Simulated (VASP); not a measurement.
# SnSe (I4/mmm) in VASP: notebook, part 2 of 2

VASP 6.6.1.

## Step 3: Single point, LDA (strain +0.0150 x Voigt [0, 1, 0, 0, 0, 0])

INCAR

```
SYSTEM = SnSe
PREC = Accurate ; ENCUT = 520
EDIFF = 1E-7 ; ISMEAR = 0
SIGMA = 0.05 ; LREAL = .FALSE.
LASPH = .TRUE. ; NELM = 80
ALGO = Normal ; ISIF = 2
LWAVE = .FALSE. ; LCHARG = .TRUE.
GGA = CA ; LELF = .TRUE.
LVHAR = .TRUE. ; NBANDS = 17
```

KPOINTS

```
regular mesh
0
G
  8 8 8
  0 0 0
```

POSCAR

```
SnSe
1.0
    0.0000000000      2.9908474867      2.9466477701
    2.9466477701      0.0000000000      2.9466477701
    2.9466477701      2.9908474867      0.0000000000
Sn Se
1 1
Direct
    0.0000000000      0.0000000000      0.0000000000
    0.5000000000      0.5000000000      0.5000000000
```

Potentials or basis: VASP PAW LDA potentials, release 64 (Sn_d, Se).

Started as:

```bash
$ cat potpaw_LDA.64/Sn_d/POTCAR potpaw_LDA.64/Se/POTCAR > POTCAR
$ mpirun -np 1 vasp_std > vasp.out
```

OUTCAR:

```text
SYSTEM = SnSe
   PREC = Accurate
   ENCUT = 520
   EDIFF = 1E-7
   ISMEAR = 0
   LREAL = .FALSE.
   LASPH = .TRUE.
   NELM = 80
   ISIF = 2
   GGA = CA

 ion  position               nearest neighbor table
   1  0.000  0.000  0.000-   2 2.95   2 2.95   2 2.95   2 2.95   2 2.99   2 2.99
   2  0.500  0.500  0.500-   1 2.95   1 2.95   1 2.95   1 2.95   1 2.99   1 2.99

  LATTYP: Found a body centered tetragonal cell.
 ALAT       =     4.1671892400
 C/A-ratio  =     1.4354267658

  Lattice vectors:

 A1 = (   0.0000000000,  -2.9908474867,   2.9466477701)
 A2 = (   0.0000000000,  -2.9908474867,  -2.9466477701)
 A3 = (   2.9466477701,   2.9908474867,   0.0000000000)

Analysis of symmetry for initial positions (statically):
=====================================================================
 Subroutine PRICEL returns:
 Original cell was already a primitive cell.

 Routine SETGRP: Setting up the symmetry group for a
 body centered tetragonal supercell.

 Subroutine GETGRP returns: Found 16 space group operations
 (whereof 16 operations were pure point group operations)
 out of a pool of 16 trial point group operations.

The static configuration has the point symmetry D_4h.

Analysis of symmetry for dynamics (positions and initial velocities):
=====================================================================
 Subroutine PRICEL returns:
 Original cell was already a primitive cell.

 Routine SETGRP: Setting up the symmetry group for a
 body centered tetragonal supercell.

 Subroutine GETGRP returns: Found 16 space group operations
 (whereof 16 operations were pure point group operations)
 out of a pool of 16 trial point group operations.

The dynamic configuration has the point symmetry D_4h.

 Subroutine INISYM returns: Found 16 space group operations
 (whereof 16 operations are pure point group operations),
 and found     1 'primitive' translations

----------------------------------------------------------------------------------------

                                     Primitive cell

  volume of cell :      51.9375

  direct lattice vectors                    reciprocal lattice vectors
     0.000000000  2.990847487  2.946647770    -0.169684346  0.167176696  0.169684346
     2.946647770  0.000000000  2.946647770     0.169684346 -0.167176696  0.169684346
     2.946647770  2.990847487  0.000000000     0.169684346  0.167176696 -0.169684346

  length of vectors
     4.198559487  4.167189240  4.198559487     0.292461283  0.292461283  0.292461283

  position of ions in fractional coordinates (direct lattice)
     0.000000000  0.000000000  0.000000000
     0.500000000  0.500000000  0.500000000

  ion indices of the primitive-cell ions
   primitive index   ion index
                 1           1
                 2           2

----------------------------------------------------------------------------------------

 KPOINTS: regular mesh

Automatic generation of k-mesh.
 Grid dimensions read from file:
 generate k-points for:    8    8    8

 Generating k-lattice:

  Cartesian coordinates                     Fractional coordinates (reciprocal lattice)
    -0.021210543  0.020897087  0.021210543     0.125000000  0.000000000  0.000000000
     0.021210543 -0.020897087  0.021210543     0.000000000  0.125000000  0.000000000
     0.021210543  0.020897087 -0.021210543     0.000000000  0.000000000  0.125000000

  Length of vectors
     0.036557660  0.036557660  0.036557660

  Shift w.r.t. Gamma in fractional coordinates (k-lattice)
     0.000000000  0.000000000  0.000000000

 Subroutine IBZKPT returns following result:
 ===========================================

 Found     59 irreducible k-points:

 Following reciprocal coordinates:
            Coordinates               Weight
  0.000000  0.000000  0.000000      1.000000
  0.125000  0.000000  0.000000      8.000000
  0.250000  0.000000  0.000000      8.000000
  0.375000  0.000000  0.000000      8.000000
  0.500000  0.000000  0.000000      4.000000
  0.125000  0.125000  0.000000      4.000000
[... 16 lines left out ...]
  0.250000  0.000000  0.125000      8.000000
  0.375000  0.000000  0.125000      8.000000
 [... further k-points ...]
   k-points           NKPTS =     59   k-points in BZ     NKDIM =     59   number of bands    NBANDS=     17
   number of dos      NEDOS =    301   number of ions     NIONS =      2
   total plane-waves  NPLWV =  32768
   dimension x,y,z NGX =    32 NGY =   32 NGZ =   32
   dimension x,y,z NGXF=    64 NGYF=   64 NGZF=   64
   ions per type =               1   1
   NGX,Y,Z   is equivalent  to a cutoff of  12.67, 12.77, 12.67 a.u.
   NGXF,Y,Z  is equivalent  to a cutoff of  25.34, 25.53, 25.34 a.u.
 SYSTEM =  SnSe
   PREC   = accura    normal or accurate (medium, high low for compatibility)
   ISTART =      0    job   : 0-new  1-cont  2-samecut
   ICHARG =      2    charge: 1-file 2-atom 10-const
   ISPIN  =      1    spin polarized calculation?
   LNONCOLLINEAR =      F non collinear calculations
   LSORBIT =      F    spin-orbit coupling
   LASPH  =      T    aspherical Exc in radial PAW
   ENCUT  =  520.0 eV  38.22 Ry    6.18 a.u.   7.81  7.75  7.81*2*pi/ulx,y,z
   NELM   =     80;   NELMIN=  2; NELMDL= -5     # of ELM steps
   EDIFF  = 0.1E-06   stopping-criterion for ELM
   LREAL  =      F    real-space projection
   EDIFFG = 0.1E-05   stopping-criterion for IOM
   NSW    =      0    number of steps for IOM
   IBRION =     -1    ionic relax: 0-MD 1-quasi-New 2-CG
   NFREE  =      0    steps in history (QN), initial steepest desc. (CG)
   ISIF   =      2    stress and relaxation
   ISYM   =      2    0-nonsym 1-usesym 2-fastsym
   POTIM  = 0.5000    time-step for ionic-motion
   TEBEG  =    0.0;   TEEND  =   0.0 temperature during run
   PSTRESS=    0.0 pullay stress
   NELECT =      20.0000    total number of electrons
   NUPDOWN=      -1.0000    fix difference up-down
   EMIN   =  10.00;   EMAX   =-10.00  energy-range for DOS
   EFERMI =   0.00;   METHOD = LEGACY
   ISMEAR =     0;   SIGMA  =   0.05  broadening in eV -4-tet -1-fermi 0-gaus
   EFERMI_NEDOS =   21; number of points for ismear=-14 and -15
   IALGO  =     38    algorithm
   IMIX   =      4    mixing-type and parameters
     AMIX     =   0.40;   BMIX     =  1.00
     AMIX_MAG =   1.60;   BMIX_MAG =  1.00
  volume/ion in A,a.u.               =      25.97       175.25
  Fermi-wavevector in a.u.,A,eV,Ry     =   1.191035  2.250730 19.300746  1.418565
  Thomas-Fermi vector in A             =   2.327106
   LORBIT       =      0    0 simple, 1 ext, 2 COOP (PROOUT), +10 PAW based schemes
   GGA     = CA    functional components
   LHFCALC =     F    Hartree Fock is set to
   AEXX    =    0.0000 exact exchange contribution
   IVDW    =     0    specifies the selected vdW correction
   LEPSILON=     F    determine dielectric tensor
   LRPA    =     F    only Hartree local field effects (RPA)
 non-spin polarized calculation
 Gauss-broadening in eV      SIGMA  =   0.05
  energy-cutoff  :      520.00
  volume of cell :       51.94
 maximum number of plane-waves:      1419
   NGX = 15   NGY = 15   NGZ = 15

 number of electron      20.0000005 magnetization

 Free energy of the ion-electron system (eV)
  ---------------------------------------------------
  ext. energy  EPLUGINS =         0.00000000
  ---------------------------------------------------
  free energy    TOTEN  =        -9.50502027 eV

  energy without entropy =       -9.50502027  energy(sigma->0) =       -9.50502027

 E-fermi :   6.0715     XC(G=0): -10.1003

 val. band max:        5.8547046651   @ k =   0.5000   0.0000   0.0000
 cond. band min:       6.6106344001   @ k =  -0.3750   0.1250   0.0000
 fundamental gap:      0.7559297350
 Fermi energy:         6.0715293455

 k-point     1 :       0.0000    0.0000    0.0000
  band No.  band energies     occupation
      1     -15.5101      2.00000
      2     -15.5044      2.00000
      3     -15.5040      2.00000
      4     -15.5040      2.00000
      5     -15.5006      2.00000
      6      -8.2248      2.00000
[... 9 lines left out ...]
     16      11.8345      0.00000
     17      14.0457      0.00000

 k-point     2 :       0.1250    0.0000    0.0000
  band No.  band energies     occupation
      1     -15.5109      2.00000
      2     -15.5059      2.00000
      3     -15.5032      2.00000
      4     -15.5017      2.00000
      5     -15.4989      2.00000
      6      -8.1046      2.00000
[... 9 lines left out ...]
     16      12.2131      0.00000
     17      15.1488      0.00000
[... 421 lines left out ...]
 k-point    24 :       0.3750    0.0000    0.1250
  band No.  band energies     occupation
      1     -15.5213      2.00000
      2     -15.5086      2.00000
      3     -15.4998      2.00000
      4     -15.4927      2.00000
      5     -15.4899      2.00000
      6      -7.4315      2.00000
[... 9 lines left out ...]
     16      15.2767      0.00000
     17      17.5959      0.00000

 [... further k-points ...]
[... 5 lines left out ...]
  --------------------------------------------------------------------------------------
  -------------------------------------------------------------------------------------
  Total       -0.0312500     -0.6752604     -0.0312500      0.0000000      0.0000000      0.0000000
  in kB       -0.9640058    -20.8305688     -0.9640058      0.0000000      0.0000000      0.0000000
  external PRESSURE =      -7.5861935 kB  Pullay stress =       0.0000000 kB

 VOLUME and BASIS-vectors are now :
 -----------------------------------------------------------------------------
  energy-cutoff  :      520.00
  volume of cell :       51.94
      direct lattice vectors                 reciprocal lattice vectors
     0.000000000  2.990847487  2.946647770    -0.169684346  0.167176696  0.169684346
     2.946647770  0.000000000  2.946647770     0.169684346 -0.167176696  0.169684346
     2.946647770  2.990847487  0.000000000     0.169684346  0.167176696 -0.169684346

 POSITION                                       TOTAL-FORCE (eV/Angst)
 -----------------------------------------------------------------------------------
      0.00000      0.00000      0.00000         0.000000      0.000000     -0.000000
      2.94665      2.99085      2.94665        -0.000000     -0.000000      0.000000
 -----------------------------------------------------------------------------------
    total drift:                                0.000000     -0.000000     -0.000000

  FREE ENERGIE OF THE ION-ELECTRON SYSTEM (eV)
  ---------------------------------------------------
  free  energy   TOTEN  =        -9.5050202672 eV

  energy  without entropy=       -9.5050202672  energy(sigma->0) =       -9.50502027
```

OSZICAR:

```text
N       E                     dE             d eps       ncg     rms          rms(c)
DAV:   1     0.131990606204E+03    0.13199E+03   -0.97728E+03  2042   0.148E+03
DAV:   2     0.288833174640E+01   -0.12910E+03   -0.12525E+03  2206   0.349E+02
DAV:   3    -0.934058362581E+01   -0.12229E+02   -0.12147E+02  2395   0.942E+01
DAV:   4    -0.966493229355E+01   -0.32435E+00   -0.32404E+00  2431   0.161E+01
DAV:   5    -0.967402438391E+01   -0.90921E-02   -0.90917E-02  2858   0.264E+00    0.343E+00
DAV:   6    -0.951323794362E+01    0.16079E+00   -0.38118E-01  2975   0.377E+00    0.209E+00
DAV:   7    -0.950648147821E+01    0.67565E-02   -0.61583E-02  2412   0.114E+00    0.947E-01
DAV:   8    -0.950516026999E+01    0.13212E-02   -0.59643E-03  2490   0.666E-01    0.717E-02
DAV:   9    -0.950501901626E+01    0.14125E-03   -0.10329E-03  2965   0.249E-01    0.398E-02
DAV:  10    -0.950501959052E+01   -0.57426E-06   -0.83317E-05  2390   0.545E-02    0.816E-03
DAV:  11    -0.950502028611E+01   -0.69559E-06   -0.57100E-06  2699   0.180E-02    0.310E-03
DAV:  12    -0.950502026721E+01    0.18910E-07   -0.43528E-07  2579   0.934E-03
   1 F= -.95050203E+01 E0= -.95050203E+01  d E =-.301548E-11
```

It took 24 s on 1 thread of AMD EPYC 9R45 (Zen 5), shared host; peak memory 0.15 GiB.

What came out:

```yaml
Free_energy: -9.5050 eV
Pressure: -0.8 GPa
Band_gap_on_the_k_mesh: 0.76 eV, indirect (least direct gap 0.85 eV)
```

Levels at points of the mesh, in eV from the valence-band top:
```csv
k point,band 6,band 7,band 8,band 9,band 10,band 11,band 12,band 13,band 14,band 15
"(0.00, 0.00, 0.00)",-14.08,-4.89,-2.23,-2.23,-2.08,4.29,4.66,4.66,5.87,5.98
"(0.50, 0.00, 0.00)",-13.03,-8.23,-1.92,-1.89,0.00,0.85,1.25,1.33,8.43,10.36
"(0.50, 0.50, 0.00)",-12.68,-6.01,-5.70,-3.83,-3.65,2.94,5.45,5.83,6.40,10.78
"(0.50, 0.00, 0.50)",-12.75,-5.94,-5.67,-3.70,-3.70,2.99,5.72,5.72,6.19,10.82
```

Caveat: the cell differs from its parent crystal (strain +0.0150 x Voigt [0, 1, 0, 0, 0, 0]); spin-orbit coupling is left out, which moves the levels of the heavy elements.

## Step 4: Single point, LDA (strain +0.0100 x Voigt [0, 1, 0, 0, 0, 0])

INCAR

```
SYSTEM = SnSe
ALGO     = Normal         ! electronic algorithm
EDIFF    = 1E-6           ! SCF threshold, eV
ENCUT    = 520            ! plane-wave cutoff, eV
GGA      = CA             ! functional
ISIF     = 2              ! what is computed and relaxed
ISMEAR   = 0              ! smearing method
LASPH    = .TRUE.         ! aspherical terms in the spheres
LCHARG   = .TRUE.         ! write CHGCAR
LELF     = .TRUE.         ! ELF
LREAL    = .FALSE.        ! projectors in reciprocal space
LVHAR    = .TRUE.       
LWAVE    = .FALSE.        ! write WAVECAR
NBANDS   = 17             ! bands
NELM     = 100            ! most SCF steps
PREC     = Accurate       ! precision mode
SIGMA    = 0.05           ! smearing width, eV
```

KPOINTS

```
k-points
0
G
  8 8 8
  0 0 0
```

POSCAR

```
SnSe
1.0
    0.0000000000      2.9761142478      2.9466477701
    2.9466477701      0.0000000000      2.9466477701
    2.9466477701      2.9761142478      0.0000000000
Sn Se
1 1
Direct
    0.0000000000      0.0000000000      0.0000000000
    0.5000000000      0.5000000000      0.5000000000
```

Started as:

```bash
$ cat potpaw_LDA.64/Sn_d/POTCAR potpaw_LDA.64/Se/POTCAR > POTCAR
$ mpirun -np 1 vasp_std > vasp.out
```

Run time: 22 s. Hardware: 1 thread of AMD EPYC 9R45 (Zen 5), shared host; peak memory 0.16 GiB.

Results (log left out):

```yaml
Free_energy: -9.5077 eV
Pressure: -0.5 GPa
Band_gap_on_the_k_mesh: 0.76 eV, indirect (least direct gap 0.87 eV)
```

Stress tensor (GPa, compression positive):
```
 0.00  0.00  0.00
 0.00 -1.37  0.00
 0.00  0.00  0.00
```

Levels at points of the mesh, in eV from the valence-band top:
```csv
k point,band 7,band 8,band 9,band 10,band 11,band 12,band 13,band 14
"(0.00, 0.00, 0.00)",-4.87,-2.22,-2.22,-2.12,4.39,4.64,4.64,5.89
"(0.50, 0.00, 0.00)",-8.26,-1.93,-1.91,0.00,0.87,1.26,1.31,8.44
"(0.50, 0.50, 0.00)",-6.00,-5.73,-3.82,-3.70,2.93,5.55,5.80,6.41
"(0.50, 0.00, 0.50)",-5.96,-5.71,-3.74,-3.74,2.96,5.73,5.73,6.27
```

Caveat: the cell differs from its parent crystal (strain +0.0100 x Voigt [0, 1, 0, 0, 0, 0]); spin-orbit coupling is left out, which moves the levels of the heavy elements. A k mesh can miss the band edges.

## Step 5: Summary

| cell | gap on the mesh (eV) | pressure (GPa) |
| --- | --- | --- |
| a = 4.157, b = 4.167 Å, angles 59.9, 60.2, 59.9°, 2 atoms | 0.75 | 0.4 |
| a = 4.199, b = 4.167 Å, angles 60.2, 59.5, 60.2°, 2 atoms | 0.76 | -0.8 |
| a = 4.188, b = 4.167 Å, angles 60.2, 59.7, 60.2°, 2 atoms | 0.76 | -0.5 |

Alike in all rows: task single point; level LDA; potentials or basis VASP PAW LDA potentials, release 64 (Sn_d, Se); no spin polarisation; k mesh 8 × 8 × 8; cutoff (eV) 520; smearing gaussian 0.05 eV.

Caveats: spin-orbit coupling is left out, which moves the levels of the heavy elements.

Total energies depend on the potentials used, so only differences within one code and one set of settings carry meaning.
